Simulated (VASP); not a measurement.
# Rh (P6_3/mmc) in VASP: a series of runs, part 2 of 2

VASP 6.6.1. The steps go on from the part before.

### 6 Single point, r2SCAN

This run uses another cell than the first one, of 14.59 Å³/atom, 0.962 times its volume.

The input, POSCAR:

```
Rh
1.0
    2.7490655232      0.0000000000      0.0000000000
   -1.3745327616      2.3807605798      0.0000000000
    0.0000000000      0.0000000000      4.4578175964
Rh
2
Direct
    0.3333333333      0.6666666667      0.2500000000
    0.6666666667      0.3333333333      0.7500000000
```

The input, INCAR.step1:

```
PREC = Accurate ; ENCUT = 520
ISMEAR = -1 ; SIGMA = 0.05
LREAL = False ; LASPH = True
NELM = 60 ; NBANDS = 22
GGA = PE ; ALGO = Normal
EDIFF = 1E-4 ; LWAVE = True
LCHARG = False
```

The input, INCAR.step2:

```
PREC = Accurate ; ENCUT = 520
EDIFF = 1E-7 ; ISMEAR = -1
SIGMA = 0.05 ; LREAL = False
LASPH = True ; NELM = 60
ALGO = Normal ; ISIF = 2
LWAVE = False ; LCHARG = False
METAGGA = R2SCAN ; LMIXTAU = True
NBANDS = 22 ; ISTART = 1
```

The input, KPOINTS:

```
regular mesh
0
Gamma
  11 11 6
```

Potentials or basis: VASP PAW PBE potentials, release 64 (Rh_pv).

The run is started by

```bash
> cat potpaw_PBE.64/Rh_pv/POTCAR > POTCAR
> cp INCAR.step1 INCAR
> mpirun -np 1 vasp_std > vasp.out
> cp INCAR.step2 INCAR
> mpirun -np 1 vasp_std > vasp.out
```

OUTCAR:

```text
PREC = Accurate
   ENCUT = 520
   EDIFF = 1E-7
   ISMEAR = -1
   LREAL = False
   LASPH = True
   NELM = 60
   ISIF = 2
   METAGGA = R2SCAN
   ISTART = 1

 ion  position               nearest neighbor table
   1  0.333  0.667  0.250-   2 2.74   2 2.74   2 2.74   2 2.74   2 2.74   2 2.74
   2  0.667  0.333  0.750-   1 2.74   1 2.74   1 2.74   1 2.74   1 2.74   1 2.74

  LATTYP: Found a hexagonal cell.
 ALAT       =     2.7490655232
 C/A-ratio  =     1.6215756077

  Lattice vectors:

 A1 = (   2.7490655232,   0.0000000000,   0.0000000000)
 A2 = (  -1.3745327616,   2.3807605798,   0.0000000000)
 A3 = (   0.0000000000,   0.0000000000,   4.4578175964)

Analysis of symmetry for initial positions (statically):
=====================================================================
 Subroutine PRICEL returns:
 Original cell was already a primitive cell.

 Routine SETGRP: Setting up the symmetry group for a
 hexagonal supercell.

 Subroutine GETGRP returns: Found 24 space group operations
 (whereof 12 operations were pure point group operations)
[... 161 lines left out ...]
  free energy    TOTEN  =       -48.12525611 eV

  energy without entropy =      -48.09524054  energy(sigma->0) =      -48.11024833

 E-fermi :  10.7584     XC(G=0): -14.7673

 val. band max:       10.7541951933   @ k =   0.1818   0.0000   0.3333
 cond. band min:      10.7613338914   @ k =   0.3636   0.0000   0.0000
 fundamental gap:      0.0071386982
 Fermi energy:        10.7583712632

 k-point     1 :       0.0000    0.0000    0.0000
  band No.  band energies     occupation
      1     -37.6447      2.00000
      2     -37.0745      2.00000
      3     -37.0745      2.00000
      4     -36.9924      2.00000
      5     -36.9810      2.00000
      6     -36.9810      2.00000
[... 589 lines left out ...]
     21      27.1756      0.00000
     22      28.1662      0.00000

 [... further k-points ...]

------------------------ aborting loop because EDIFF is reached ----------------------------------------

  FORCE on cell =-STRESS in cart. coord.  units (eV):
  Direction    XX          YY          ZZ          XY          YZ          ZX
  --------------------------------------------------------------------------------------
  -------------------------------------------------------------------------------------
  Total       -2.2776903     -2.2776903     -2.5557259      0.0000000     -0.0000000      0.0000000
  in kB     -125.0783487   -125.0783487   -140.3465504      0.0000000     -0.0000000      0.0000000
  external PRESSURE =    -130.1677493 kB  Pullay stress =       0.0000000 kB

 VOLUME and BASIS-vectors are now :
 -----------------------------------------------------------------------------
  energy-cutoff  :      520.00
  volume of cell :       29.18
      direct lattice vectors                 reciprocal lattice vectors
     2.749065523  0.000000000  0.000000000     0.363759973  0.210016918  0.000000000
    -1.374532762  2.380760580  0.000000000     0.000000000  0.420033836  0.000000000
     0.000000000  0.000000000  4.457817596     0.000000000  0.000000000  0.224325015

 POSITION                                       TOTAL-FORCE (eV/Angst)
 -----------------------------------------------------------------------------------
     -0.00000      1.58717      1.11445         0.000000      0.000000      0.000000
      1.37453      0.79359      3.34336        -0.000000     -0.000000      0.000000
 -----------------------------------------------------------------------------------
    total drift:                               -0.000000      0.000000     -0.000000

  FREE ENERGIE OF THE ION-ELECTRON SYSTEM (eV)
  ---------------------------------------------------
  free  energy   TOTEN  =       -48.1252561138 eV

  energy  without entropy=      -48.0952405439  energy(sigma->0) =      -48.11024833
```

OSZICAR.step1:

```text
N       E                     dE             d eps       ncg     rms          rms(c)
DAV:   1     0.326551233542E+03    0.32655E+03   -0.19100E+04  2816   0.157E+03
DAV:   2    -0.821290251192E+01   -0.33476E+03   -0.32316E+03  2942   0.469E+02
DAV:   3    -0.153528283274E+02   -0.71399E+01   -0.70899E+01  3296   0.768E+01
DAV:   4    -0.154011282867E+02   -0.48300E-01   -0.48295E-01  3150   0.641E+00
DAV:   5    -0.154019017331E+02   -0.77345E-03   -0.77344E-03  3342   0.840E-01    0.125E+01
DAV:   6    -0.144562497800E+02    0.94565E+00   -0.22959E+00  3074   0.160E+01    0.418E+00
DAV:   7    -0.144311282234E+02    0.25122E-01   -0.37877E-02  3188   0.166E+00    0.203E+00
DAV:   8    -0.144258523652E+02    0.52759E-02   -0.69175E-03  2948   0.935E-01    0.301E-01
DAV:   9    -0.144255444500E+02    0.30792E-03   -0.24574E-04  2790   0.185E-01    0.179E-02
DAV:  10    -0.144255517872E+02   -0.73371E-05   -0.12116E-05  1564   0.341E-02
   1 F= -.14425552E+02 E0= -.14409976E+02  d E =-.311520E-01
```

Wall time 72 s (1 thread of Intel Xeon 6975P-C (Granite Rapids), shared host); peak memory 0.16 GiB.

What came out:

| Property | Result |
| --- | --- |
| Free energy | -48.1253 eV |
| Pressure | -13.0 GPa |
| Band gap on the k mesh | zero (band 15 reaches 11.33 eV, above the bottom of band 16 at 9.13 eV) |

Stress tensor (GPa, compression positive):
```
-12.51   0.00   0.00
  0.00 -12.51   0.00
  0.00   0.00 -14.03
```

Levels at points of the mesh, in eV from the Fermi level:
| k point | band 13 | band 14 | band 15 | band 16 | band 17 | band 18 |
| --- | --- | --- | --- | --- | --- | --- |
| (0.00, 0.00, 0.00) | -2.37 | -1.79 | -1.79 | 0.14 | 0.14 | 0.94 |
| (0.00, 0.00, 0.50) | -2.96 | -2.96 | -0.42 | -0.42 | -0.42 | -0.42 |

Caveat: the PAW data sets were made with another functional, which shifts forces and pressure a little.

### 7 Overview

| level | cell | gap on the mesh (eV) | pressure (GPa) |
| --- | --- | --- | --- |
| PBEsol | a = 2.785, b = 2.785, c = 4.515 Å, angles 90.0, 90.0, 120.0°, 2 atoms | none | -24.5 |
| r2SCAN | a = 2.694, b = 2.694, c = 4.369 Å, angles 90.0, 90.0, 120.0°, 2 atoms | none | 2.0 |
| r2SCAN | a = 2.713, b = 2.713, c = 4.399 Å, angles 90.0, 90.0, 120.0°, 2 atoms | none | -3.7 |
| r2SCAN | a = 2.731, b = 2.731, c = 4.428 Å, angles 90.0, 90.0, 120.0°, 2 atoms | none | -8.7 |
| r2SCAN | a = 2.749, b = 2.749, c = 4.458 Å, angles 90.0, 90.0, 120.0°, 2 atoms | none | -13.0 |

Alike in all rows: task single point; potentials or basis VASP PAW PBE potentials, release 64 (Rh_pv); no spin polarisation; k mesh 11 × 11 × 6; cutoff (eV) 520; smearing fermi-dirac 0.05 eV.

Caveats: the PAW data sets were made with another functional, which shifts forces and pressure a little.

Absolute energies hang on the potentials; compare differences alone.
